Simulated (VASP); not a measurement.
A run of VASP 6.6.1 is set up as follows.

INCAR

```
SYSTEM = GaP
  PREC = Accurate
  ENCUT = 500
  EDIFF = 1E-6
  ISMEAR = 0
  SIGMA = 0.02
  LREAL = .FALSE.
  LASPH = .TRUE.
  NELM = 120
  ALGO = Normal
  ISIF = 2
  LWAVE = .FALSE.
  LCHARG = .FALSE.
  GGA = PE
  NBANDS = 16
  GGA_COMPAT = .FALSE.
```

KPOINTS

```
Automatic mesh
0
G
  6 6 6
  0 0 0
```

Contents of POSCAR:

```
GaP
1.0
    0.0000000000      2.7070816667      2.7252500000
    2.7070816667      0.0000000000      2.7252500000
    2.7070816667      2.7070816667      0.0000000000
Ga P
1 1
Direct
    0.0000000000      0.0000000000      0.0000000000
    0.2500000000      0.2500000000      0.2500000000
```

Potentials or basis: VASP PAW PBE potentials, release 64 (Ga_d, P).

The run is started by

```console
$ cat potpaw_PBE.64/Ga_d/POTCAR potpaw_PBE.64/P/POTCAR > POTCAR
$ mpirun -np 1 vasp_std > vasp.out
```

(1) What does it give for the pressure?

(2) What does it give for the band gap on the k mesh?

Results:

(1) 3.6 GPa.

(2) 1.59 eV, indirect (least direct gap 1.92 eV).
